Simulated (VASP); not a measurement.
Crystal: CaO.

```
Ca O
1.0
     0.00000    2.40356    2.40356
     2.40356    0.00000    2.40356
     2.40356    2.40356    0.00000
Ca O
1 1
Direct
  0.00000 0.00000 0.00000
  0.50000 0.50000 0.50000
```

Program: VASP 6.6.1. Alike in all runs: task single point; level PBE; potentials or basis VASP PAW PBE potentials, release 64 (Ca_sv, O); no spin polarisation; cell as given; cutoff (eV) 600; smearing gaussian 0.1 eV.

Question: Order these runs on this cell by their band gap on the k mesh, lowest first.
A. k mesh 4 × 4 × 4
B. k mesh 5 × 5 × 5
C. k mesh 2 × 2 × 2, shifted

Answer: A (3.63 eV), B (3.82 eV), C (6.05 eV).

Caveats: all runs use coarse meshes; a shifted mesh leaves out Γ, where band edges can lie (at least some runs); an odd mesh through Γ misses points on the zone boundary, where band edges can lie (at least some runs).

A k mesh can miss the band edges, odd and even meshes differently.
